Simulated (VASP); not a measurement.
Write the native input for VASP 6.6.1 that does the following.

```yaml
Task: single point
Functional: PBE
Potentials_or_basis: VASP PAW PBE potentials, release 64 (Zn, S)
Cutoff: 520 eV
k_mesh: 14 × 14 × 14
Occupations: fermi-dirac, width 0.08 eV
Spin: no spin polarisation
Dipole_correction: no
Further_INCAR_settings: ALGO = Normal; EDIFF = 1e-07; NBANDS = 16
```

The structure of ZnS (rocksalt type) lies in POSCAR:

```
ZnS
1.0
    0.0000000000      2.0907115493      2.0907115493
    2.0907115493      0.0000000000      2.0907115493
    2.0907115493      2.0907115493      0.0000000000
Zn S
1 1
Direct
    0.0000000000      0.0000000000      0.0000000000
    0.5000000000      0.5000000000      0.5000000000
```

This cell differs from its parent crystal: volume scaled by 0.55.

The input as run:

INCAR

```
SYSTEM = ZnS
PREC = Accurate
ENCUT = 520
EDIFF = 1E-7
ISMEAR = -1
SIGMA = 0.08
LREAL = .FALSE.
LASPH = .TRUE.
NELM = 60
ALGO = Normal
ISIF = 2
LWAVE = .FALSE.
LCHARG = .FALSE.
GGA = PE
NBANDS = 16
```

KPOINTS

```
Automatic mesh
0
G
  14 14 14
  0 0 0
```

Potentials or basis: VASP PAW PBE potentials, release 64 (Zn, S).

Run with:

```console
$ cat potpaw_PBE.64/Zn/POTCAR potpaw_PBE.64/S/POTCAR > POTCAR
$ mpirun -np 1 vasp_std > vasp.out
```

It gave:

```yaml
Pressure: 196.8 GPa
Band_gap_on_the_k_mesh: zero (band 9 reaches 12.65 eV, above the bottom of band 10 at 12.03 eV)
```

It took 12 s on 1 thread of Intel(R) Xeon(R) 6975P-C (Granite Rapids), with other jobs on the host, peak memory 0.15 GiB.
